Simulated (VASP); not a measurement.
BeS4:

```xyz
5
Lattice="-2.9612 2.9612 2.9612 2.9612 -2.9612 2.9612 2.9612 2.9612 -2.9612" Properties=species:S:1:pos:R:3 pbc="T T T"
Be    0.0000    0.0000    0.0000
S     1.4806    1.4806   -1.4806
S     1.4806   -1.4806    1.4806
S    -1.4806    1.4806    1.4806
S     1.4806    1.4806    1.4806
```

| Quantity | Value |
| --- | --- |
| Program | VASP 6.6.1 |
| Task | relaxation of cell and atoms |
| Functional | PBE |
| Potentials or basis | VASP PAW PBE potentials, release 64 (Be, S) |
| Cutoff | 600 eV |
| k mesh | 4 × 4 × 4 |
| Occupations | gaussian, width 0.1 eV |
| Spin | no spin polarisation |

At the start: pressure -10.7 GPa; volume 20.77 Å³/atom.

Task: How do energy, volume and symmetry change on relaxing?

Result: Over 3 steps the energy falls by 166.5 meV/atom and the volume is 16.67 Å³/atom (-19.7 %); space group Im-3m (No. 229, to 0.05 Å).

Step by step:
| step | energy change (eV) | largest force (eV/Å) | pressure (GPa) | volume (Å³) |
| --- | --- | --- | --- | --- |
| 1 | 0.0000 | 0.0000 | -10.73 | 103.86 |
| 2 | -0.8296 | 0.0000 | -0.90 | 84.32 |
| 3 | -0.8325 | 0.0000 | -0.05 | 83.37 |

Final structure:
```
Be S
1.0
    -2.75202    2.75202    2.75202
     2.75202   -2.75202    2.75202
     2.75202    2.75202   -2.75202
Be S
1 4
Direct
  0.00000 0.00000 0.00000
  0.00000 0.00000 0.50000
  0.00000 0.50000 0.00000
  0.50000 0.00000 0.00000
  0.50000 0.50000 0.50000
```

Caveat: the k points lie up to 0.40 Å⁻¹ apart in the final cell; the volume moved by over 15 % at a fixed basis, so the end points are rough.
